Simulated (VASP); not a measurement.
Wanted: the native input for a VASP 6.6.1 run.

```
Task                   : single point
Functional             : r2SCAN
Potentials or basis    : VASP PAW PBE potentials, release 64 (C)
Cutoff                 : 520 eV
k mesh                 : 8 × 8 × 8
Occupations            : gaussian, width 0.05 eV
Spin                   : no spin polarisation
Dipole correction      : no
Further INCAR settings : LREAL = Auto; ALGO = Normal; EDIFF = 1e-06; NBANDS = 46
```

Crystal: C.

```xyz
16
Lattice="-2.4710 0.0071 0.0173 -0.0123 4.4229 0.0170 1.2986 -2.2473 -8.2813" Properties=species:S:1:pos:R:3 pbc="T T T"
C     0.0599   -0.0191   -7.5001
C    -1.2017    2.1672   -7.4859
C    -1.2267    2.2082   -3.3538
C     0.0066   -0.0135   -3.3622
C     0.0366   -0.0215   -4.8910
C    -1.2008    2.2046   -4.8660
C    -1.2260    2.2021   -0.7515
C     0.0055    0.0061   -0.7727
C    -1.1944   -0.7515   -6.9677
C     0.0520    1.4658   -6.9821
C     0.0094    2.9246   -2.8427
C    -1.2015    0.7281   -2.8317
C    -1.2009   -0.7561   -5.4128
C     0.0234    1.4322   -5.4229
C     0.0052    2.9356   -1.2621
C    -1.2244    0.7487   -1.2712
```

The input as run:

POSCAR

```
C
1.0
   -2.4709997932      0.0070935388      0.0172505021
   -0.0122863696      4.4229150988      0.0169713001
    1.2985549861     -2.2473306089     -8.2812972783
C
16
Direct
    0.4504101118      0.4561041437      0.9075455713
    0.9587026024      0.9497688504      0.9079009207
    0.7072875101      0.7053794564      0.4079037218
    0.2101460887      0.2033371452      0.4068572284
    0.2947179042      0.2953760193      0.5918218909
    0.7925152919      0.7974181180      0.5908723207
    0.5423130637      0.5442616918      0.0929973601
    0.0466888643      0.0488157905      0.0935090240
    0.9255353236      0.2573621319      0.8438330131
    0.4195412796      0.7603696171      0.8455469620
    0.1735391053      0.8364310946      0.3453434946
    0.6653627440      0.3383516676      0.3440235948
    0.8297560993      0.1608673410      0.6556700773
    0.3324722061      0.6570454849      0.6568791919
    0.0751766420      0.7418954638      0.1540830594
    0.5758351628      0.2472159838      0.1552125690
```

INCAR.step1

```
  PREC = Accurate
  ENCUT = 520
  ISMEAR = 0
  SIGMA = 0.05
  LREAL = Auto
  LASPH = T
  NELM = 100
  NBANDS = 46
  GGA = PE
  ALGO = Normal
  EDIFF = 1E-4
  LWAVE = T
  LCHARG = F
  KPAR = 4
```

INCAR.step2

```
  PREC = Accurate
  ENCUT = 520
  EDIFF = 1E-6
  ISMEAR = 0
  SIGMA = 0.05
  LREAL = Auto
  LASPH = T
  NELM = 100
  ALGO = Normal
  ISIF = 2
  LWAVE = F
  LCHARG = F
  METAGGA = R2SCAN
  LMIXTAU = T
  NBANDS = 46
  ISTART = 1
  KPAR = 4
```

KPOINTS

```
Automatic mesh
0
Gamma
  8 8 8
```

Potentials or basis: VASP PAW PBE potentials, release 64 (C).

Launch:

```console
$ cat potpaw_PBE.64/C/POTCAR > POTCAR
$ cp INCAR.step1 INCAR
$ mpirun -np 4 vasp_std > vasp.out
$ cp INCAR.step2 INCAR
$ mpirun -np 4 vasp_std > vasp.out
```

It gave:

The pressure is 1.9 GPa and the largest force is 1.709 eV/Å. The band gap on the k mesh is 4.10 eV.

Caveat: the stress differs along the axes, from -18 to 20 GPa; the PAW data sets were made with another functional, which shifts forces and pressure a little.

Wall time 34 min on 4 MPI ranks on Oxide Virtual Turin-like Processor (shared host), peak memory 0.65 GiB a rank.
